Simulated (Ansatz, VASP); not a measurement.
# HfO2 in VASP and in Ansatz

INCAR

```
  PREC = Accurate
  ENCUT = 600
  EDIFF = 1E-6
  ISMEAR = 0
  SIGMA = 0.01
  LREAL = False
  LASPH = True
  NELM = 60
  ALGO = Normal
  ISIF = 3
  LWAVE = False
  LCHARG = False
  GGA = PE
  IVDW = 12
  IBRION = 2
  NSW = 80
  EDIFFG = -0.01
```

KPOINTS

```
regular mesh
0
Gamma
  6 6 6
```

POSCAR

```
HfO2
1.0
    0.0000000000      2.5575000000      2.5575000000
    2.5575000000      0.0000000000      2.5575000000
    2.5575000000      2.5575000000      0.0000000000
Hf O
1 2
Direct
    0.0000000000      0.0000000000      0.0000000000
    0.2500000000      0.2500000000      0.2500000000
    0.7500000000      0.7500000000      0.7500000000
```

Input for Ansatz:

```yaml
crystal:
  lattice:
    - [0.0, 2.5575, 2.5575]
    - [2.5575, 0.0, 2.5575]
    - [2.5575, 2.5575, 0.0]
  atoms:
    - { symbol: Hf, position: [0.0, 0.0, 0.0] }
    - { symbol: O, position: [0.25, 0.25, 0.25] }
    - { symbol: O, position: [0.75, 0.75, 0.75] }
kpoints:
  mp_grid:
    grid: [6, 6, 6]
    shift: [0.0, 0.0, 0.0]
hamiltonian:
  xc: pbe
  dispersion: d3bj
scf:
  occupations:
    method: fixed
relax:
  f_tol: 0.01
  cell: {}
```

Alike in both runs: task relaxation of cell and atoms; functional PBE; dispersion D3(BJ); k mesh 6 × 6 × 6; no spin polarisation.

|  | VASP | Ansatz |
| --- | --- | --- |
| version | VASP 6.6.1 | Ansatz 0.2.0 |
| potentials or method | VASP PAW PBE potentials, release 64 (Hf_pv, O) | plane waves, PAW |
| plane-wave cutoff (eV) | 600 | 420 |
| occupations | gaussian, width 0.01 eV | fixed |
| valence electrons in the cell | 22 | 38 |

VASP gave:

- relaxed volume (Å³/atom): 10.71
- relaxed cell length with the largest relative difference (Å): 3.569

Which values does Ansatz return?

Relaxed volume (Å³/atom): 10.88; relaxed cell length with the largest relative difference (Å): 3.587.

VASP's potentials hold 22 valence electrons a cell and Ansatz's 38, so a difference there can come from the potentials and not from the codes.

Spin-orbit coupling is off throughout.
